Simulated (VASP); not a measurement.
The system is NaCl (base).

```
Na Cl
1.0
     0.00000    2.81000    2.81000
     2.81000    0.00000    2.81000
     2.81000    2.81000    0.00000
Na Cl
1 1
Direct
  0.00000 0.00000 0.00000
  0.50000 0.50000 0.50000
```

* Program: VASP 6.6.1
* Task: relaxation of cell and atoms
* Functional: PBE
* Potentials or basis: VASP PAW PBE potentials, release 64 (Na_pv, Cl)
* Cutoff: 600 eV
* k mesh: 8 × 8 × 8
* Occupations: gaussian, width 0.02 eV
* Spin: no spin polarisation

At the start: pressure 1.1 GPa; volume 22.19 Å³/atom.

How do energy, volume and symmetry change on relaxing?

Over 4 steps the energy falls by 2.9 meV/atom and the volume is 23.10 Å³/atom (+4.1 %); space group Fm-3m (No. 225, to 0.05 Å).

Step by step:
```csv
step,energy change (eV),largest force (eV/Å),pressure (GPa),volume (Å³)
1,0.0000,0.0000,1.05,44.38
2,-0.0045,0.0000,0.48,45.32
3,-0.0058,0.0000,-0.03,46.26
4,-0.0058,0.0000,0.01,46.20
```

Final structure:
```yaml
crystal:
  lattice:
    - [0.00000, 2.84806, 2.84806]
    - [2.84806, 0.00000, 2.84806]
    - [2.84806, 2.84806, 0.00000]
  atoms:
    - { symbol: Na, position: [0.00000, 0.00000, 0.00000] }
    - { symbol: Cl, position: [0.50000, 0.50000, 0.50000] }
```
